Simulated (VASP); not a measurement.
# ZnO (P6_3mc) in VASP: single point with LDA

Aim: the single point of ZnO with LDA.

Program: VASP 6.6.1. These are calculated values, not measurements. Logs are shortened: lines on timing, memory, paths and dates and some standing lists are left out, and cuts for length are marked.

**1. The cell of the first run**

Symmetry: P6_3mc, No. 186, hexagonal system. Conventional cell: a = 3.187 Å, b = 3.187 Å, c = 5.152 Å, α = 90.00°, β = 90.00°, γ = 120.00°. Within 2.6 Å of Zn (site symmetry 3m) lie 4 O at 1.94 to 1.95 Å. Within 2.6 Å of O (site symmetry 3m) lie 4 Zn at 1.94 to 1.95 Å.

**2. Single point, LDA**

Contents of INCAR:

```
PREC = Accurate
ENCUT = 520
EDIFF = 1E-7
ISMEAR = 0
SIGMA = 0.02
LREAL = False
LASPH = True
NELM = 100
ALGO = Normal
ISIF = 2
LWAVE = False
LCHARG = False
NBANDS = 26
```

Contents of KPOINTS:

```
regular mesh
0
Gamma
  21 21 12
```

Contents of POSCAR:

```
ZnO
1.0
    3.1871106300      0.0000000000      0.0000000000
   -1.5935553150      2.7601187702      0.0000000000
    0.0000000000      0.0000000000      5.1524904422
Zn O
2 2
Direct
    0.3333333333      0.6666666667      0.5002883124
    0.6666666667      0.3333333333      0.0002883124
    0.6666666667      0.3333333333      0.3787216876
    0.3333333333      0.6666666667      0.8787216876
```

Potentials or basis: VASP PAW LDA potentials, release 64 (Zn, O).

Run with:

```sh
$ cat potpaw_LDA.64/Zn/POTCAR potpaw_LDA.64/O/POTCAR > POTCAR
$ mpirun -np 1 vasp_std > vasp.out
```

OUTCAR:

```text
PREC = Accurate
   ENCUT = 520
   EDIFF = 1E-7
   ISMEAR = 0
   LREAL = False
   LASPH = True
   NELM = 100
   ISIF = 2

 ion  position               nearest neighbor table
   1  0.333  0.667  0.500-   3 1.94   3 1.94   3 1.94   4 1.95
   2  0.667  0.333  0.000-   4 1.94   4 1.94   4 1.94   3 1.95
   3  0.667  0.333  0.379-   1 1.94   1 1.94   1 1.94   2 1.95
   4  0.333  0.667  0.879-   2 1.94   2 1.94   2 1.94   1 1.95

  LATTYP: Found a hexagonal cell.
 ALAT       =     3.1871106300
 C/A-ratio  =     1.6166650739

  Lattice vectors:

 A1 = (   3.1871106300,   0.0000000000,   0.0000000000)
 A2 = (  -1.5935553150,   2.7601187702,   0.0000000000)
 A3 = (   0.0000000000,   0.0000000000,   5.1524904422)

Analysis of symmetry for initial positions (statically):
=====================================================================
 Subroutine PRICEL returns:
 Original cell was already a primitive cell.

 Routine SETGRP: Setting up the symmetry group for a
 hexagonal supercell.

 Subroutine GETGRP returns: Found 12 space group operations
 (whereof  6 operations were pure point group operations)
 out of a pool of 24 trial point group operations.

The static configuration has the point symmetry C_3v.
 The point group associated with its full space group is C_6v.

Analysis of symmetry for dynamics (positions and initial velocities):
=====================================================================
 Subroutine PRICEL returns:
 Original cell was already a primitive cell.

 Routine SETGRP: Setting up the symmetry group for a
 hexagonal supercell.

 Subroutine GETGRP returns: Found 12 space group operations
 (whereof  6 operations were pure point group operations)
 out of a pool of 24 trial point group operations.

The dynamic configuration has the point symmetry C_3v.
 The point group associated with its full space group is C_6v.

 Subroutine INISYM returns: Found 12 space group operations
 (whereof  6 operations are pure point group operations),
 and found     1 'primitive' translations

----------------------------------------------------------------------------------------

                                     Primitive cell

  volume of cell :      45.3254

  direct lattice vectors                    reciprocal lattice vectors
     3.187110630  0.000000000  0.000000000     0.313763818  0.181151625  0.000000000
    -1.593555315  2.760118770  0.000000000     0.000000000  0.362303250  0.000000000
     0.000000000  0.000000000  5.152490442     0.000000000  0.000000000  0.194080903

  length of vectors
     3.187110630  3.187110630  5.152490442     0.362303250  0.362303250  0.194080903

  position of ions in fractional coordinates (direct lattice)
     0.333333333  0.666666667  0.500288312
     0.666666667  0.333333333  0.000288312
     0.666666667  0.333333333  0.378721688
     0.333333333  0.666666667  0.878721688

  ion indices of the primitive-cell ions
   primitive index   ion index
                 1           1
                 2           2
                 3           3
                 4           4

----------------------------------------------------------------------------------------

 KPOINTS: regular mesh

Automatic generation of k-mesh.
 Grid dimensions read from file:
 generate k-points for:   21   21   12

 Generating k-lattice:

  Cartesian coordinates                     Fractional coordinates (reciprocal lattice)
     0.014941134  0.008626268  0.000000000     0.047619048 -0.000000000  0.000000000
     0.000000000  0.017252536  0.000000000     0.000000000  0.047619048  0.000000000
     0.000000000  0.000000000  0.016173409     0.000000000  0.000000000  0.083333333

  Length of vectors
     0.017252536  0.017252536  0.016173409

  Shift w.r.t. Gamma in fractional coordinates (k-lattice)
     0.000000000  0.000000000  0.000000000

 Subroutine IBZKPT returns following result:
 ===========================================

 Found    336 irreducible k-points:

 Following reciprocal coordinates:
            Coordinates               Weight
  0.000000  0.000000  0.000000      1.000000
  0.047619  0.000000  0.000000      6.000000
  0.095238  0.000000  0.000000      6.000000
  0.142857  0.000000  0.000000      6.000000
  0.190476  0.000000  0.000000      6.000000
  0.238095  0.000000  0.000000      6.000000
[... 16 lines left out ...]
  0.142857  0.095238  0.000000     12.000000
  0.190476  0.095238  0.000000     12.000000
 [... further k-points ...]
   k-points           NKPTS =    336   k-points in BZ     NKDIM =    336   number of bands    NBANDS=     26
   number of dos      NEDOS =    301   number of ions     NIONS =      4
   total plane-waves  NPLWV =  23040
   dimension x,y,z NGX =    24 NGY =   24 NGZ =   40
   dimension x,y,z NGXF=    48 NGYF=   48 NGZF=   80
   ions per type =               2   2
   NGX,Y,Z   is equivalent  to a cutoff of  12.52, 12.52, 12.91 a.u.
   NGXF,Y,Z  is equivalent  to a cutoff of  25.04, 25.04, 25.81 a.u.
 SYSTEM =  unknown system
   PREC   = accura    normal or accurate (medium, high low for compatibility)
   ISTART =      0    job   : 0-new  1-cont  2-samecut
   ICHARG =      2    charge: 1-file 2-atom 10-const
   ISPIN  =      1    spin polarized calculation?
   LNONCOLLINEAR =      F non collinear calculations
   LSORBIT =      F    spin-orbit coupling
   LASPH  =      T    aspherical Exc in radial PAW
   ENCUT  =  520.0 eV  38.22 Ry    6.18 a.u.   5.93  5.93  9.58*2*pi/ulx,y,z
   NELM   =    100;   NELMIN=  2; NELMDL= -5     # of ELM steps
   EDIFF  = 0.1E-06   stopping-criterion for ELM
   LREAL  =      F    real-space projection
   EDIFFG = 0.1E-05   stopping-criterion for IOM
   NSW    =      0    number of steps for IOM
   IBRION =     -1    ionic relax: 0-MD 1-quasi-New 2-CG
   NFREE  =      0    steps in history (QN), initial steepest desc. (CG)
   ISIF   =      2    stress and relaxation
   ISYM   =      2    0-nonsym 1-usesym 2-fastsym
   POTIM  = 0.5000    time-step for ionic-motion
   TEBEG  =    0.0;   TEEND  =   0.0 temperature during run
   PSTRESS=    0.0 pullay stress
   NELECT =      36.0000    total number of electrons
   NUPDOWN=      -1.0000    fix difference up-down
   EMIN   =  10.00;   EMAX   =-10.00  energy-range for DOS
   EFERMI =   0.00;   METHOD = LEGACY
   ISMEAR =     0;   SIGMA  =   0.02  broadening in eV -4-tet -1-fermi 0-gaus
   EFERMI_NEDOS =   21; number of points for ismear=-14 and -15
   IALGO  =     38    algorithm
   IMIX   =      4    mixing-type and parameters
     AMIX     =   0.40;   BMIX     =  1.00
     AMIX_MAG =   1.60;   BMIX_MAG =  1.00
  volume/ion in A,a.u.               =      11.33        76.47
  Fermi-wavevector in a.u.,A,eV,Ry     =   1.516102  2.865017 31.273861  2.298564
  Thomas-Fermi vector in A             =   2.625536
   LORBIT       =      0    0 simple, 1 ext, 2 COOP (PROOUT), +10 PAW based schemes
   GGA     = CA    functional components
   LHFCALC =     F    Hartree Fock is set to
   AEXX    =    0.0000 exact exchange contribution
   IVDW    =     0    specifies the selected vdW correction
   LEPSILON=     F    determine dielectric tensor
   LRPA    =     F    only Hartree local field effects (RPA)
 non-spin polarized calculation
 Gauss-broadening in eV      SIGMA  =   0.02
  energy-cutoff  :      520.00
  volume of cell :       45.33
 maximum number of plane-waves:      1240
 NGX is ok and might be reduce to    24
   NGX = 11   NGY = 11   NGZ = 19

 number of electron      35.9999984 magnetization

 Free energy of the ion-electron system (eV)
  ---------------------------------------------------
  ext. energy  EPLUGINS =         0.00000000
  ---------------------------------------------------
  free energy    TOTEN  =       -21.15688543 eV

  energy without entropy =      -21.15688543  energy(sigma->0) =      -21.15688543

 E-fermi :   1.4453     XC(G=0): -11.7254

 val. band max:        1.3507817439   @ k =   0.0000   0.0000   0.0000
 cond. band min:       2.1602941707   @ k =   0.0000   0.0000   0.0000
 fundamental gap:      0.8095124269
 Fermi energy:         1.4453466160

 k-point     1 :       0.0000    0.0000    0.0000
  band No.  band energies     occupation
      1     -16.8736      2.00000
      2     -16.0307      2.00000
      3      -4.7737      2.00000
      4      -4.6814      2.00000
      5      -4.6814      2.00000
      6      -4.6429      2.00000
[... 18 lines left out ...]
     25      15.6626      0.00000
     26      15.6626      0.00000

 k-point     2 :       0.0476    0.0000    0.0000
  band No.  band energies     occupation
      1     -16.8586      2.00000
      2     -16.0236      2.00000
      3      -4.7551      2.00000
      4      -4.6989      2.00000
      5      -4.6733      2.00000
      6      -4.6317      2.00000
[... 18 lines left out ...]
     25      15.4871      0.00000
     26      15.7000      0.00000

 k-point     3 :       0.0952    0.0000    0.0000
  band No.  band energies     occupation
      1     -16.8151      2.00000
      2     -16.0040      2.00000
      3      -4.7616      2.00000
      4      -4.6813      2.00000
      5      -4.6501      2.00000
      6      -4.6076      2.00000
[... 18 lines left out ...]
     25      15.5436      0.00000
     26      15.7880      0.00000

 k-point     4 :       0.1429    0.0000    0.0000
  band No.  band energies     occupation
      1     -16.7455      2.00000
      2     -15.9738      2.00000
      3      -4.8297      2.00000
      4      -4.6147      2.00000
      5      -4.5969      2.00000
      6      -4.5817      2.00000
[... 18 lines left out ...]
     25      15.5904      0.00000
     26      15.8583      0.00000
[... 496 lines left out ...]
      1     -16.7054      2.00000
      2     -15.9569      2.00000
      3      -4.8352      2.00000
      4      -4.6799      2.00000
      5      -4.5571      2.00000
      6      -4.5186      2.00000
[... 18 lines left out ...]
     25      15.1468      0.00000
     26      16.2320      0.00000

 k-point    23 :       0.1429    0.0952    0.0000
  band No.  band energies     occupation
      1     -16.6167      2.00000
      2     -15.9218      2.00000
      3      -4.8949      2.00000
      4      -4.6675      2.00000
      5      -4.5312      2.00000
      6      -4.4800      2.00000
[... 18 lines left out ...]
     25      14.8224      0.00000
     26      16.4396      0.00000

 k-point    24 :       0.1905    0.0952    0.0000
  band No.  band energies     occupation
      1     -16.5126      2.00000
      2     -15.8846      2.00000
      3      -4.9530      2.00000
      4      -4.6577      2.00000
      5      -4.5159      2.00000
      6      -4.4181      2.00000
[... 18 lines left out ...]
     25      14.6242      0.00000
     26      16.2661      0.00000

 [... further k-points ...]
[... 5 lines left out ...]
  --------------------------------------------------------------------------------------
  -------------------------------------------------------------------------------------
  Total        0.3683086      0.3683086      0.3632391      0.0000000      0.0000000      0.0000000
  in kB       13.0190821     13.0190821     12.8398836      0.0000000      0.0000000      0.0000000
  external PRESSURE =      12.9593493 kB  Pullay stress =       0.0000000 kB

 VOLUME and BASIS-vectors are now :
 -----------------------------------------------------------------------------
  energy-cutoff  :      520.00
  volume of cell :       45.33
      direct lattice vectors                 reciprocal lattice vectors
     3.187110630  0.000000000  0.000000000     0.313763818  0.181151625  0.000000000
    -1.593555315  2.760118770  0.000000000     0.000000000  0.362303250  0.000000000
     0.000000000  0.000000000  5.152490442     0.000000000  0.000000000  0.194080903

 POSITION                                       TOTAL-FORCE (eV/Angst)
 -----------------------------------------------------------------------------------
     -0.00000      1.84008      2.57773        -0.000000      0.000000      0.001819
      1.59356      0.92004      0.00149         0.000000      0.000000      0.001819
      1.59356      0.92004      1.95136         0.000000     -0.000000     -0.001819
     -0.00000      1.84008      4.52761        -0.000000      0.000000     -0.001819
 -----------------------------------------------------------------------------------
    total drift:                                0.000001      0.000001      0.000016

  FREE ENERGIE OF THE ION-ELECTRON SYSTEM (eV)
  ---------------------------------------------------
  free  energy   TOTEN  =       -21.1568854293 eV

  energy  without entropy=      -21.1568854293  energy(sigma->0) =      -21.15688543
```

It took 8.1 min on 1 thread of Intel Xeon 8259CL, shared host; peak memory 0.4 GiB.

What came out:

```yaml
Free_energy: -21.1569 eV
Pressure: 1.3 GPa
Band_gap_on_the_k_mesh: 0.81 eV
```

Caveat: an odd mesh through Γ misses points on the zone boundary, where band edges can lie.
